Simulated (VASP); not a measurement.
# HfO2: single point with PBE

Crystal: HfO2.

```
Hf O
1.0
     5.08032    0.00000    0.00000
     0.00000    5.16487    0.00000
     0.00000    0.00000    4.89088
Hf O
4 8
Cartesian
  1.4093 1.4555 3.5602
  3.9495 1.1270 1.3307
  3.6710 3.7094 3.5602
  1.1308 4.0379 1.3307
  2.5402 2.5824 2.0756
  0.0000 0.0000 2.8153
  2.5402 0.0000 2.4990
  0.0000 2.5824 2.3919
  1.5911 3.4277 4.3796
  4.1312 4.3196 0.5113
  3.4892 1.7372 4.3796
  0.9491 0.8452 0.5113
```

```
Program             : VASP 6.6.1
Task                : single point
Functional          : PBE
Potentials or basis : VASP PAW PBE potentials, release 64 (Hf_pv, O)
Cutoff              : 520 eV
k mesh              : 6 × 6 × 6
Occupations         : gaussian, width 0.05 eV
Spin                : no spin polarisation
```

- Largest force: 0.297 eV/Å

Forces in eV/Å, atoms in the order of the input:
```
Hf  -0.048 -0.064 -0.286
Hf  -0.048  0.064  0.286
Hf   0.048  0.064 -0.286
Hf   0.048 -0.064  0.286
O    0.000  0.000 -0.152
O    0.000  0.000  0.152
O    0.000  0.000 -0.006
O    0.000  0.000  0.006
O    0.061 -0.018 -0.149
O    0.061  0.018  0.149
O   -0.061  0.018 -0.149
O   -0.061 -0.018  0.149
```

Levels at points of the mesh, in eV from the Fermi level:
| k point | band 40 | band 41 | band 42 | band 43 | band 44 | band 45 | band 46 | band 47 | band 48 | band 49 |
| --- | --- | --- | --- | --- | --- | --- | --- | --- | --- | --- |
| (0.00, 0.00, 0.00) | -0.99 | -0.85 | -0.10 | -0.02 | -0.02 | 4.33 | 4.89 | 5.30 | 5.73 | 5.82 |
| (0.50, 0.00, 0.00) | -0.90 | -0.42 | -0.42 | -0.12 | -0.12 | 4.86 | 4.86 | 5.80 | 5.80 | 6.01 |
| (0.00, 0.50, 0.00) | -0.77 | -0.44 | -0.44 | -0.09 | -0.09 | 4.83 | 4.83 | 5.67 | 5.67 | 5.93 |
| (0.50, 0.50, 0.00) | -1.22 | -0.74 | -0.74 | -0.28 | -0.28 | 5.23 | 5.23 | 5.91 | 5.91 | 5.95 |
| (0.00, 0.00, 0.50) | -0.82 | -0.62 | -0.46 | 0.06 | 0.11 | 4.06 | 5.09 | 5.72 | 5.81 | 5.81 |
| (0.50, 0.00, 0.50) | -1.22 | -0.67 | -0.67 | -0.12 | -0.12 | 4.98 | 4.98 | 5.35 | 5.35 | 5.97 |
| (0.00, 0.50, 0.50) | -1.09 | -0.58 | -0.58 | -0.09 | -0.09 | 4.94 | 4.94 | 5.45 | 5.45 | 6.02 |
| (0.50, 0.50, 0.50) | -1.41 | -1.29 | -1.29 | -0.16 | -0.16 | 5.28 | 5.28 | 5.49 | 5.49 | 5.63 |

Run time: 5.5 min on 1 thread of AMD EPYC 9R45 96-Core Processor (Zen 5) (shared host), peak memory 0.42 GiB.

Caveat: the cell carries a net charge on a neutralising background, which shifts energy and pressure; the cell is charged against a uniform background, so pressure and absolute levels hang on convention; spin-orbit coupling is left out, which moves the levels of the heavy elements.
